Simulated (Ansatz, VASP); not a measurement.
**Mo in VASP and in Ansatz**

```
Mo
1.0
     0.00000    2.00152    2.00152
     2.00152    0.00000    2.00152
     2.00152    2.00152    0.00000
Mo
1
Direct
  0.00000 0.00000 0.00000
```

Alike in both runs: task single point; functional PBE; k mesh 15 × 15 × 15; occupations fermi-dirac, width 0.1 eV; no spin polarisation.

```csv
,VASP,Ansatz
version,VASP 6.6.1,Ansatz 0.2.0
potentials or method,"VASP PAW PBE potentials, release 64 (Mo_sv), cutoff 520 eV","plane waves (420 eV) with PAW, scalar-relativistic"
valence electrons in the cell,14,14
```

```csv
,VASP,Ansatz,Ansatz less VASP
pressure (GPa),0.8,0.3,-0.47
```

With one functional, cell and mesh, what is left measures potentials, basis and numerics.
